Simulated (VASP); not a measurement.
# CdSi3 (P4/mmm) in VASP: notebook

The runs below take CdSi3 through single point, with PBE.

All numbers are computed with VASP 6.6.1; they aren't measurements. Logs are shortened: lines on timing, memory, paths and dates and some standing lists are left out, and cuts for length are marked.

## (1) The cell of the first run

Symmetry: P4/mmm, No. 123, tetragonal system. The conventional cell has a = 4.045 Å, b = 4.045 Å, c = 4.004 Å, α = 90.00°, β = 90.00°, γ = 90.00°. Within 3.7 Å of Cd (site symmetry 4/mmm) lie 12 Si at 2.85 to 2.86 Å. Within 3.7 Å of Si (site symmetry mmm) lie 4 Cd at 2.85 Å and 8 Si at 2.85 to 2.86 Å. Within 3.7 Å of Si (site symmetry 4/mmm) lie 8 Si at 2.85 Å and 4 Cd at 2.86 Å.

## (2) Single point, PBE

INCAR reads:

```
ALGO = Normal
EDIFF = 1E-7
ENCUT = 520
GGA = PE
ISIF = 2
ISMEAR = 0
LASPH = True
LCHARG = True
LELF = True
LREAL = False
LVHAR = True
LWAVE = False
NBANDS = 20
NELM = 80
PREC = Accurate
SIGMA = 0.1
```

KPOINTS reads:

```
k-points
0
Gamma
  4 4 4
```

POSCAR reads:

```
CdSi3
1.0
    4.0452075781      0.0000000000      0.0000000000
    0.0000000000      4.0452075781      0.0000000000
    0.0000000000      0.0000000000      4.0036284902
Cd Si
1 3
Direct
    0.0000000000      0.0000000000      0.0000000000
    0.0000000000      0.5000000000      0.5000000000
    0.5000000000      0.0000000000      0.5000000000
    0.5000000000      0.5000000000      0.0000000000
```

Potentials or basis: VASP PAW PBE potentials, release 64 (Cd, Si).

The run is started by

```bash
$ cat potpaw_PBE.64/Cd/POTCAR potpaw_PBE.64/Si/POTCAR > POTCAR
$ mpirun -np 1 vasp_std > vasp.out
```

OUTCAR:

```text
EDIFF = 1E-7
   ENCUT = 520
   GGA = PE
   ISIF = 2
   ISMEAR = 0
   LASPH = True
   LREAL = False
   NELM = 80
   PREC = Accurate

 ion  position               nearest neighbor table
   1  0.000  0.000  0.000-   2 2.85   3 2.85   2 2.85   3 2.85   2 2.85   2 2.85   3 2.85   3 2.85
                             4 2.86   4 2.86   4 2.86   4 2.86
   2  0.000  0.500  0.500-   1 2.85   4 2.85   1 2.85   4 2.85   1 2.85   1 2.85   4 2.85   4 2.85
                             3 2.86   3 2.86   3 2.86   3 2.86
   3  0.500  0.000  0.500-   1 2.85   4 2.85   1 2.85   4 2.85   4 2.85   4 2.85   1 2.85   1 2.85
                             2 2.86   2 2.86   2 2.86   2 2.86
   4  0.500  0.500  0.000-   2 2.85   3 2.85   2 2.85   3 2.85   3 2.85   3 2.85   2 2.85   2 2.85
                             1 2.86   1 2.86   1 2.86   1 2.86

  LATTYP: Found a simple tetragonal cell.
 ALAT       =     4.0452075781
 C/A-ratio  =     0.9897213957

  Lattice vectors:

 A1 = (   4.0452075781,   0.0000000000,   0.0000000000)
 A2 = (   0.0000000000,   4.0452075781,   0.0000000000)
 A3 = (   0.0000000000,   0.0000000000,   4.0036284902)

Analysis of symmetry for initial positions (statically):
=====================================================================
 Subroutine PRICEL returns:
 Original cell was already a primitive cell.

 Routine SETGRP: Setting up the symmetry group for a
 simple tetragonal supercell.

 Subroutine GETGRP returns: Found 16 space group operations
 (whereof 16 operations were pure point group operations)
 out of a pool of 16 trial point group operations.

The static configuration has the point symmetry D_4h.

Analysis of symmetry for dynamics (positions and initial velocities):
=====================================================================
 Subroutine PRICEL returns:
 Original cell was already a primitive cell.

 Routine SETGRP: Setting up the symmetry group for a
 simple tetragonal supercell.

 Subroutine GETGRP returns: Found 16 space group operations
 (whereof 16 operations were pure point group operations)
 out of a pool of 16 trial point group operations.

The dynamic configuration has the point symmetry D_4h.

 Subroutine INISYM returns: Found 16 space group operations
 (whereof 16 operations are pure point group operations),
 and found     1 'primitive' translations

----------------------------------------------------------------------------------------

                                     Primitive cell

  volume of cell :      65.5142

  direct lattice vectors                    reciprocal lattice vectors
     4.045207578  0.000000000  0.000000000     0.247206103  0.000000000  0.000000000
     0.000000000  4.045207578  0.000000000     0.000000000  0.247206103  0.000000000
     0.000000000  0.000000000  4.003628490     0.000000000  0.000000000  0.249773425

  length of vectors
     4.045207578  4.045207578  4.003628490     0.247206103  0.247206103  0.249773425

  position of ions in fractional coordinates (direct lattice)
     0.000000000  0.000000000  0.000000000
     0.000000000  0.500000000  0.500000000
     0.500000000  0.000000000  0.500000000
     0.500000000  0.500000000  0.000000000

  ion indices of the primitive-cell ions
   primitive index   ion index
                 1           1
                 2           2
                 3           3
                 4           4

----------------------------------------------------------------------------------------

 KPOINTS: k-points

Automatic generation of k-mesh.
 Grid dimensions read from file:
 generate k-points for:    4    4    4

 Generating k-lattice:

  Cartesian coordinates                     Fractional coordinates (reciprocal lattice)
     0.061801526  0.000000000  0.000000000     0.250000000  0.000000000  0.000000000
     0.000000000  0.061801526  0.000000000     0.000000000  0.250000000  0.000000000
     0.000000000  0.000000000  0.062443356     0.000000000  0.000000000  0.250000000

  Length of vectors
     0.061801526  0.061801526  0.062443356

  Shift w.r.t. Gamma in fractional coordinates (k-lattice)
     0.000000000  0.000000000  0.000000000

 Subroutine IBZKPT returns following result:
 ===========================================

 Found     18 irreducible k-points:

 Following reciprocal coordinates:
            Coordinates               Weight
  0.000000  0.000000  0.000000      1.000000
  0.250000  0.000000  0.000000      4.000000
  0.500000  0.000000  0.000000      2.000000
  0.250000  0.250000  0.000000      4.000000
  0.500000  0.250000  0.000000      4.000000
  0.500000  0.500000  0.000000      1.000000
[... 10 lines left out ...]
  0.500000  0.250000  0.500000      4.000000
  0.500000  0.500000  0.500000      1.000000
   k-points           NKPTS =     18   k-points in BZ     NKDIM =     18   number of bands    NBANDS=     20
   number of dos      NEDOS =    301   number of ions     NIONS =      4
   total plane-waves  NPLWV =  27000
   dimension x,y,z NGX =    30 NGY =   30 NGZ =   30
   dimension x,y,z NGXF=    60 NGYF=   60 NGZF=   60
   ions per type =               1   3
   NGX,Y,Z   is equivalent  to a cutoff of  12.33, 12.33, 12.46 a.u.
   NGXF,Y,Z  is equivalent  to a cutoff of  24.66, 24.66, 24.91 a.u.
 SYSTEM =  unknown system
   PREC   = accura    normal or accurate (medium, high low for compatibility)
   ISTART =      0    job   : 0-new  1-cont  2-samecut
   ICHARG =      2    charge: 1-file 2-atom 10-const
   ISPIN  =      1    spin polarized calculation?
   LNONCOLLINEAR =      F non collinear calculations
   LSORBIT =      F    spin-orbit coupling
   LASPH  =      T    aspherical Exc in radial PAW
   ENCUT  =  520.0 eV  38.22 Ry    6.18 a.u.   7.52  7.52  7.44*2*pi/ulx,y,z
   NELM   =     80;   NELMIN=  2; NELMDL= -5     # of ELM steps
   EDIFF  = 0.1E-06   stopping-criterion for ELM
   LREAL  =      F    real-space projection
   EDIFFG = 0.1E-05   stopping-criterion for IOM
   NSW    =      0    number of steps for IOM
   IBRION =     -1    ionic relax: 0-MD 1-quasi-New 2-CG
   NFREE  =      0    steps in history (QN), initial steepest desc. (CG)
   ISIF   =      2    stress and relaxation
   ISYM   =      2    0-nonsym 1-usesym 2-fastsym
   POTIM  = 0.5000    time-step for ionic-motion
   TEBEG  =    0.0;   TEEND  =   0.0 temperature during run
   PSTRESS=    0.0 pullay stress
   NELECT =      24.0000    total number of electrons
   NUPDOWN=      -1.0000    fix difference up-down
   EMIN   =  10.00;   EMAX   =-10.00  energy-range for DOS
   EFERMI =   0.00;   METHOD = LEGACY
   ISMEAR =     0;   SIGMA  =   0.10  broadening in eV -4-tet -1-fermi 0-gaus
   EFERMI_NEDOS =   21; number of points for ismear=-14 and -15
   IALGO  =     38    algorithm
   IMIX   =      4    mixing-type and parameters
     AMIX     =   0.40;   BMIX     =  1.00
     AMIX_MAG =   1.60;   BMIX_MAG =  1.00
  volume/ion in A,a.u.               =      16.38       110.53
  Fermi-wavevector in a.u.,A,eV,Ry     =   1.171386  2.213599 18.669176  1.372146
  Thomas-Fermi vector in A             =   2.307831
   LORBIT       =      0    0 simple, 1 ext, 2 COOP (PROOUT), +10 PAW based schemes
   GGA     = PE    functional components
   LHFCALC =     F    Hartree Fock is set to
   AEXX    =    0.0000 exact exchange contribution
   IVDW    =     0    specifies the selected vdW correction
   LEPSILON=     F    determine dielectric tensor
   LRPA    =     F    only Hartree local field effects (RPA)
 non-spin polarized calculation
 Gauss-broadening in eV      SIGMA  =   0.10
  energy-cutoff  :      520.00
  volume of cell :       65.51
 maximum number of plane-waves:      1779
   NGX = 15   NGY = 15   NGZ = 15

 number of electron      23.9999996 magnetization

 Free energy of the ion-electron system (eV)
  ---------------------------------------------------
  ext. energy  EPLUGINS =         0.00000000
  ---------------------------------------------------
  free energy    TOTEN  =       -14.69455892 eV

  energy without entropy =      -14.68668776  energy(sigma->0) =      -14.69062334

 E-fermi :   7.9952     XC(G=0): -11.1669

 val. band max:        7.9518829073   @ k =   0.0000   0.0000   0.5000
 cond. band min:       8.0488599418   @ k =   0.5000   0.0000   0.0000
 fundamental gap:      0.0969770345
 Fermi energy:         7.9951661664

 k-point     1 :       0.0000    0.0000    0.0000
  band No.  band energies     occupation
      1      -5.2475      2.00000
      2      -1.8491      2.00000
      3      -1.8368      2.00000
      4      -1.4210      2.00000
      5      -1.4210      2.00000
      6      -1.4208      2.00000
[... 12 lines left out ...]
     19      13.6465      0.00000
     20      13.7456      0.00000

 k-point     2 :       0.2500    0.0000    0.0000
  band No.  band energies     occupation
      1      -4.6938      2.00000
      2      -1.8871      2.00000
      3      -1.7713      2.00000
      4      -1.5262      2.00000
      5      -1.5240      2.00000
      6      -1.4132      2.00000
[... 12 lines left out ...]
     19      13.9932      0.00000
     20      15.9083      0.00000

 k-point     3 :       0.5000    0.0000    0.0000
  band No.  band energies     occupation
      1      -3.3411      2.00000
      2      -2.8973      2.00000
      3      -1.7007      2.00000
      4      -1.6228      2.00000
      5      -1.6187      2.00000
      6      -1.4053      2.00000
[... 12 lines left out ...]
     19      14.4731      0.00000
     20      14.6441      0.00000

 k-point     4 :       0.2500    0.2500    0.0000
  band No.  band energies     occupation
      1      -4.1666      2.00000
      2      -1.8517      2.00000
      3      -1.7400      2.00000
      4      -1.5863      2.00000
      5      -1.5187      2.00000
      6      -1.4959      2.00000
[... 291 lines left out ...]
 k-point    17 :       0.5000    0.2500    0.5000
  band No.  band energies     occupation
      1      -2.4989      2.00000
      2      -2.0464      2.00000
      3      -2.0285      2.00000
      4      -1.4851      2.00000
      5      -1.2531      2.00000
      6      -0.0140      2.00000
[... 12 lines left out ...]
     19      16.1471      0.00000
     20      16.8799      0.00000

 k-point    18 :       0.5000    0.5000    0.5000
  band No.  band energies     occupation
      1      -2.2592      2.00000
      2      -2.2592      2.00000
      3      -2.2367      2.00000
      4      -1.2549      2.00000
      5      -1.2456      2.00000
      6       1.5178      2.00000
[... 12 lines left out ...]
     19      17.8425      0.00000
     20      18.0061      0.00000

------------------------ aborting loop because EDIFF is reached ----------------------------------------

  FORCE on cell =-STRESS in cart. coord.  units (eV):
  Direction    XX          YY          ZZ          XY          YZ          ZX
  --------------------------------------------------------------------------------------
  -------------------------------------------------------------------------------------
  Total        2.3791663      2.3791663      1.3764212      0.0000000     -0.0000000     -0.0000000
  in kB       58.1835202     58.1835202     33.6609633      0.0000000     -0.0000000     -0.0000000
  external PRESSURE =      50.0093346 kB  Pullay stress =       0.0000000 kB

 VOLUME and BASIS-vectors are now :
 -----------------------------------------------------------------------------
  energy-cutoff  :      520.00
  volume of cell :       65.51
      direct lattice vectors                 reciprocal lattice vectors
     4.045207578  0.000000000  0.000000000     0.247206103  0.000000000  0.000000000
     0.000000000  4.045207578  0.000000000     0.000000000  0.247206103  0.000000000
     0.000000000  0.000000000  4.003628490     0.000000000  0.000000000  0.249773425

 POSITION                                       TOTAL-FORCE (eV/Angst)
 -----------------------------------------------------------------------------------
      0.00000      0.00000      0.00000         0.000000      0.000000      0.000000
      0.00000      2.02260      2.00181         0.000000      0.000000      0.000000
      2.02260      0.00000      2.00181         0.000000      0.000000      0.000000
      2.02260      2.02260      0.00000         0.000000      0.000000      0.000000
 -----------------------------------------------------------------------------------
    total drift:                                0.000000     -0.000000     -0.000000

  FREE ENERGIE OF THE ION-ELECTRON SYSTEM (eV)
  ---------------------------------------------------
  free  energy   TOTEN  =       -14.6945589234 eV

  energy  without entropy=      -14.6866877616  energy(sigma->0) =      -14.69062334
```

Run time: 11 s. Hardware: 1 thread of Intel Xeon 6975P-C (Granite Rapids), shared host; peak memory 0.17 GiB.

Results:

- Free energy: -14.6946 eV
- Pressure: 5.0 GPa
- Band gap on the k mesh: zero (bands 12 and 13 overlap by 4.24 eV)

Levels at points of the mesh, in eV from the Fermi level:
| k point | band 10 | band 11 | band 12 | band 13 | band 14 | band 15 |
| --- | --- | --- | --- | --- | --- | --- |
| (0.00, 0.00, 0.00) | -3.99 | -3.89 | -1.57 | 2.29 | 2.29 | 2.33 |
| (0.50, 0.00, 0.00) | -2.15 | -1.88 | -1.75 | -0.57 | -0.45 | 0.05 |
| (0.50, 0.50, 0.00) | -0.87 | -0.16 | 0.27 | 0.27 | 0.37 | 0.37 |
| (0.00, 0.00, 0.50) | -2.21 | -1.85 | -1.85 | -0.62 | -0.50 | -0.04 |
| (0.50, 0.00, 0.50) | -0.95 | -0.31 | 0.16 | 0.22 | 0.22 | 0.23 |
| (0.50, 0.50, 0.50) | -5.79 | -5.79 | -5.77 | -3.60 | 6.86 | 7.01 |

Caveat: the k points lie up to 0.39 Å⁻¹ apart, too coarse for converged energies and pressures of a metal.

## (3) Single point, PBE

This run uses another cell than the first one, of 17.26 Å³/atom.

INCAR reads:

```
SYSTEM = CdSi3
  PREC = Accurate
  ENCUT = 520
  EDIFF = 1E-6
  ISMEAR = 0
  SIGMA = 0.1
  LREAL = .FALSE.
  LASPH = .TRUE.
  NELM = 60
  ALGO = Normal
  ISIF = 2
  LWAVE = .FALSE.
  LCHARG = .FALSE.
  GGA = PE
  NBANDS = 20
```

KPOINTS reads:

```
regular mesh
0
G
  4 4 4
  0 0 0
```

POSCAR reads:

```
CdSi3
1.0
    4.1429158890      0.0000000000      0.0000000000
    0.0000000000      4.1429158890      0.0000000000
    0.0000000000      0.0000000000      4.0223810153
Cd Si
1 3
Direct
    0.0000000000      0.0000000000      0.0000000000
    0.0000000000      0.5000000000      0.5000000000
    0.5000000000      0.0000000000      0.5000000000
    0.5000000000      0.5000000000      0.0000000000
```

Potentials or basis: VASP PAW PBE potentials, release 64 (Cd, Si).

The run is started by

```bash
$ cat potpaw_PBE.64/Cd/POTCAR potpaw_PBE.64/Si/POTCAR > POTCAR
$ mpirun -np 1 vasp_std > vasp.out
```

Wall time 11 s (1 thread of Intel Xeon 6975P-C (Granite Rapids), shared host); peak memory 0.18 GiB.

It converged, with:

```yaml
Free_energy: -14.7570 eV
Pressure: 0.1 GPa
Band_gap_on_the_k_mesh: zero (bands 12 and 13 overlap by 4.13 eV)
```

Stress tensor (GPa, compression positive):
```
0.16 0.00 0.00
0.00 0.16 0.00
0.00 0.00 0.01
```

Levels at points of the mesh, in eV from the Fermi level:
```csv
k point,band 8,band 9,band 10,band 11,band 12,band 13,band 14,band 15,band 16,band 17
"(0.00, 0.00, 0.00)",-4.32,-4.14,-3.95,-3.86,-1.34,2.26,2.26,2.36,4.64,4.64
"(0.50, 0.00, 0.00)",-3.73,-2.19,-1.85,-1.73,-1.37,-0.60,-0.26,0.30,4.80,4.97
"(0.50, 0.50, 0.00)",-7.54,-6.59,-0.56,0.01,0.44,0.44,0.59,0.59,2.65,3.80
"(0.00, 0.00, 0.50)",-3.89,-2.01,-2.01,-1.63,-1.63,-0.70,-0.43,-0.02,4.58,4.58
"(0.50, 0.00, 0.50)",-7.41,-6.48,-0.78,-0.43,0.16,0.17,0.18,0.30,2.32,3.22
"(0.50, 0.50, 0.50)",-6.19,-6.05,-5.39,-5.39,-5.34,-3.33,6.39,6.58,6.80,6.80
```

Caveat: the k points lie up to 0.39 Å⁻¹ apart, too coarse for converged energies and pressures of a metal.

The gap in the log of VASP goes by the Fermi energy; the results here count the filled bands.